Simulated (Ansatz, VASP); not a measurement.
# One calculation of W, two programs

INCAR

```
PREC = Accurate
ENCUT = 520
EDIFF = 1E-6
ISMEAR = 0
SIGMA = 0.6
LREAL = F
LASPH = T
NELM = 80
ALGO = Normal
ISIF = 2
LWAVE = F
LCHARG = T
GGA = CA
LELF = T
LVHAR = T
NBANDS = 13
```

Contents of KPOINTS:

```
regular mesh
0
Gamma
  14 14 14
```

Contents of POSCAR:

```
W
1.0
   -1.5676867250      1.5676867250      1.5676867250
    1.5676867250     -1.5676867250      1.5676867250
    1.5676867250      1.5676867250     -1.5676867250
W
1
Direct
    0.0000000000      0.0000000000      0.0000000000
```

Input for Ansatz:

```yaml
crystal:
  lattice:
    - [-1.567686725, 1.567686725, 1.567686725]
    - [1.567686725, -1.567686725, 1.567686725]
    - [1.567686725, 1.567686725, -1.567686725]
  atoms:
    - { symbol: W, position: [0.0, 0.0, 0.0] }
hamiltonian:
  xc: lda
  pseudopotentials:
    kind: paw
    azcp:
      W: "pseudopotentials/W.paw.azcp"
basis:
  ecutwfc: 420
  fft_grid_basis: typed
kpoints:
  mp_grid: { grid: [14, 14, 14], shift: [0, 0, 0] }
magnetization:
  spin_polarized: false
scf:
  occupations: { method: gaussian, width: 0.6 }
  lower_state_search: "off"
output:
  stress: true
```

Alike in both runs: task single point; functional LDA; k mesh 14 × 14 × 14; occupations gaussian, width 0.6 eV; no spin polarisation.

|  | VASP | Ansatz |
| --- | --- | --- |
| version | VASP 6.6.1 | Ansatz 0.2.0 |
| potentials or method | VASP PAW LDA potentials, release 64 (W_sv), cutoff 520 eV | plane waves (420 eV) with PAW, scalar-relativistic |
| valence electrons in the cell | 14 | 14 |

|  | VASP | Ansatz | Ansatz less VASP |
| --- | --- | --- | --- |
| pressure (GPa) | 2.2 | 0.2 | -1.97 |

Ansatz warns that its potentials were made for another functional, while VASP's fit it. LDA's correlation is that of Perdew and Zunger in VASP and of Perdew and Wang (1992) in Ansatz.

Neither program's run includes spin-orbit coupling.
